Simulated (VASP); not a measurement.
Wanted: the native input for a VASP 6.6.1 run.

```
Task                   : single point
Functional             : PBEsol
Potentials or basis    : VASP PAW PBE potentials, release 64 (F)
Cutoff                 : 520 eV
k mesh                 : 20 × 20 × 20
Occupations            : fermi-dirac, width 0.1 eV
Spin                   : no spin polarisation
Dipole correction      : no
Further INCAR settings : ALGO = Normal; EDIFF = 1e-06; NBANDS = 10
```

The structure of F lies in POSCAR:

```
F
1.0
   -1.0630537521      1.0630537521      1.0630537521
    1.0630537521     -1.0630537521      1.0630537521
    1.0630537521      1.0630537521     -1.0630537521
F
1
Direct
    0.0000000000      0.0000000000      0.0000000000
```

This cell differs from its parent crystal: volume scaled by 0.52.

These files were run (other wordings do the same):

INCAR

```
PREC     = Accurate       # precision mode
ENCUT    = 520            # plane-wave cutoff, eV
EDIFF    = 1E-6           # SCF threshold, eV
ISMEAR   = -1             # smearing method
SIGMA    = 0.1            # smearing width, eV
LREAL    = False          # projectors in reciprocal space
LASPH    = True           # aspherical terms in the spheres
NELM     = 100            # most SCF steps
ALGO     = Normal         # electronic algorithm
ISIF     = 2              # what is computed and relaxed
LWAVE    = False          # write WAVECAR
LCHARG   = False          # write CHGCAR
GGA      = PS             # functional
NBANDS   = 10             # bands
```

KPOINTS

```
regular mesh
0
Gamma
  20 20 20
```

Potentials or basis: VASP PAW PBE potentials, release 64 (F).

The run is started by

```sh
$ cat potpaw_PBE.64/F/POTCAR > POTCAR
$ mpirun -np 1 vasp_std > vasp.out
```

It gave:

The pressure is 247.3 GPa.

Caveat: the PAW data sets were made with another functional, which shifts forces and pressure a little; an odd number of electrons without spin polarisation forces a metal; a magnetic or distorted state may lie lower.

It took 4.6 s on 1 thread of AMD EPYC 9R45 96-Core Processor (Zen 5), on a shared host, peak memory 0.08 GiB.
